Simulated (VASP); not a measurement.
Wanted: the native input for a VASP 6.6.1 run.

```
Task                   : single point
Functional             : PBEsol
Potentials or basis    : VASP PAW PBE potentials, release 64 (In_d, As)
Cutoff                 : 520 eV
k mesh                 : 12 × 12 × 12
Occupations            : gaussian, width 0.1 eV
Spin                   : no spin polarisation
Dipole correction      : no
Further INCAR settings : ALGO = Normal; EDIFF = 1e-06; NBANDS = 16
```

The structure of InAs lies in POSCAR:

```
InAs
1.0
    0.0000000000      3.0435760268      3.0435760268
    3.0435760268      0.0000000000      3.0435760268
    3.0435760268      3.0435760268      0.0000000000
In As
1 1
Direct
    0.7500000000      0.7500000000      0.7500000000
    0.0000000000      0.0000000000      0.0000000000
```

These files were run (other wordings do the same):

INCAR

```
  PREC = Accurate
  ENCUT = 520
  EDIFF = 1E-6
  ISMEAR = 0
  SIGMA = 0.1
  LREAL = False
  LASPH = True
  NELM = 80
  ALGO = Normal
  ISIF = 2
  LWAVE = False
  LCHARG = False
  GGA = PS
  NBANDS = 16
```

KPOINTS

```
regular mesh
0
Gamma
  12 12 12
```

Potentials or basis: VASP PAW PBE potentials, release 64 (In_d, As).

Command:

```sh
$ cat potpaw_PBE.64/In_d/POTCAR potpaw_PBE.64/As/POTCAR > POTCAR
$ mpirun -np 1 vasp_std > vasp.out
```

Results of the run:

- Pressure: 0.1 GPa
- Band gap on the k mesh: zero (filled and empty bands touch)

Caveat: the PAW data sets were made with another functional, which shifts forces and pressure a little; spin-orbit coupling is left out, which moves the levels of the heavy elements.

Run time: 19 s on 1 thread of Intel(R) Xeon(R) 6975P-C (Granite Rapids), with other jobs on the host, peak memory 0.21 GiB.
